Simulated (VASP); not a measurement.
# Fe: relaxation of shape and atoms at fixed volume with PBEsol

The system is Fe.

```
CELL_PARAMETERS angstrom
2.35280 0.00000 0.00000
-1.17640 2.03758 0.00000
0.00000 0.00000 7.45164
ATOMIC_POSITIONS crystal
Fe 0.33333 0.66667 0.12500
Fe 0.66667 0.33333 0.37500
Fe 0.33333 0.66667 0.62500
Fe 0.66667 0.33333 0.87500
```

This isn't the form of Fe at room conditions, which is bcc.

| Quantity | Value |
| --- | --- |
| Program | VASP 6.6.1 |
| Task | relaxation of shape and atoms at fixed volume |
| Functional | PBEsol |
| Potentials or basis | VASP PAW PBE potentials, release 64 (Fe) |
| Cutoff | 600 eV |
| k mesh | 21 × 21 × 6 |
| Occupations | gaussian, width 0.1 eV |
| Spin | no spin polarisation |
| Dipole correction | no |
| Further INCAR settings | ALGO = Normal; EDIFF = 1e-07; IBRION = 2; EDIFFG = -0.01; NSW = 50; ISIF = 4 |

```json
{
  "Pressure after relaxing": "37.1 GPa"
}
```

Stress tensor (GPa, compression positive):
```
37.05  0.00  0.00
 0.00 37.05  0.00
 0.00  0.00 37.29
```

Final structure:
```yaml
crystal:
  lattice:
    - [2.35280, 0.00000, 0.00000]
    - [-1.17640, 2.03758, 0.00000]
    - [0.00000, 0.00000, 7.45164]
  atoms:
    - { symbol: Fe, position: [0.33333, 0.66667, 0.12500] }
    - { symbol: Fe, position: [0.66667, 0.33333, 0.37500] }
    - { symbol: Fe, position: [0.33333, 0.66667, 0.62500] }
    - { symbol: Fe, position: [0.66667, 0.33333, 0.87500] }
```

Levels at points of the mesh, in eV from the Fermi level:
```
           k point  band 12  band 13  band 14  band 15  band 16  band 17  band 18  band 19  band 20
(0.00, 0.00, 0.00)    -2.02    -1.87    -1.45    -1.45    -1.01    -1.01     0.40     0.40     0.40
(0.00, 0.00, 0.50)    -1.73    -1.73    -1.73    -1.19    -1.19    -0.43    -0.43    -0.43    -0.43
```

Run time: 4.8 min on 1 thread of Oxide Virtual Turin-like Processor, on a shared host, peak memory 0.23 GiB.

Caveat: the highest band is partly filled, so the run has too few bands; the PAW data sets were made with another functional, which shifts forces and pressure a little; the run has no spin polarisation, though such a crystal can be magnetic. Spin polarisation is off, so any magnetic state and its effect on volume and gap are missing.
